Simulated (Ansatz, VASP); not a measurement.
**SnO2 in VASP and in Ansatz**

Contents of INCAR:

```
SYSTEM = SnO2
PREC = Accurate ; ENCUT = 520
EDIFF = 1E-6 ; ISMEAR = 0
SIGMA = 0.05 ; LREAL = .FALSE.
LASPH = .TRUE. ; NELM = 60
ALGO = Normal ; ISIF = 2
LWAVE = .FALSE. ; LCHARG = .FALSE.
GGA = PE ; NBANDS = 35
```

File KPOINTS:

```
Automatic mesh
0
G
  6 6 8
  0 0 0
```

Contents of POSCAR:

```
SnO2
1.0
    4.8277050007      0.0000000000      0.0000000000
    0.0000000000      4.8277050007      0.0000000000
    0.0000000000      0.0000000000      3.2379909335
Sn O
2 4
Direct
   -0.0003804309     -0.0003804309      0.0000000000
    0.4971494871      0.4971494871      0.5000000000
    0.3076064891      0.3076064891      0.0000000000
    0.2043800519      0.8175902253      0.5000000000
    0.6943963157      0.6943963157      0.0000000000
    0.8175902253      0.2043800519      0.5000000000
```

Input for Ansatz:

```yaml
crystal:
  lattice:
    - [4.8277050007, 0.0, 0.0]
    - [0.0, 4.8277050007, 0.0]
    - [0.0, 0.0, 3.2379909335]
  atoms:
    - { symbol: Sn, position: [-0.0003804309, -0.0003804309, 0.0] }
    - { symbol: Sn, position: [0.4971494871, 0.4971494871, 0.5] }
    - { symbol: O, position: [0.3076064891, 0.3076064891, 0.0] }
    - { symbol: O, position: [0.2043800519, 0.8175902253, 0.5] }
    - { symbol: O, position: [0.6943963157, 0.6943963157, 0.0] }
    - { symbol: O, position: [0.8175902253, 0.2043800519, 0.5] }
basis:
  ecutwfc: 420
kpoints:
  mp_grid: { grid: [6, 6, 8] }
hamiltonian:
  xc: pbe
scf:
  occupations: { method: gaussian, width: 0.05 }
output:
  forces: true
  stress: true
  eigenvalues: true
```

Change from the starting cell: mode 6 (219.9 1/cm) frozen in, largest displacement +0.075 Å.

Alike in both runs: task single point; functional PBE; k mesh 6 × 6 × 8; occupations gaussian, width 0.05 eV; no spin polarisation.

```csv
,VASP,Ansatz
version,VASP 6.6.1,Ansatz 0.2.0
potentials or method,"VASP PAW PBE potentials, release 64 (Sn_d, O), cutoff 520 eV","scalar-relativistic, plane waves, PAW"
valence electrons in the cell,52,52
```

```csv
,VASP,Ansatz,Ansatz less VASP
gap on the k mesh at the Fermi level (eV),0.67,0.69,+0.013
least direct gap on the mesh (eV),0.67,0.69,+0.013
pressure (GPa),0.5,0.0,-0.55
"traceless stress, the component that is largest in VASP (GPa)",0.31,0.11,-0.204
rms of the force components (eV/Å),0.123,0.122,-0.0011
```

Atom by atom the forces differ by 0.008 eV/Å (rms over components). With one functional, cell and mesh, what is left measures potentials, basis and numerics.
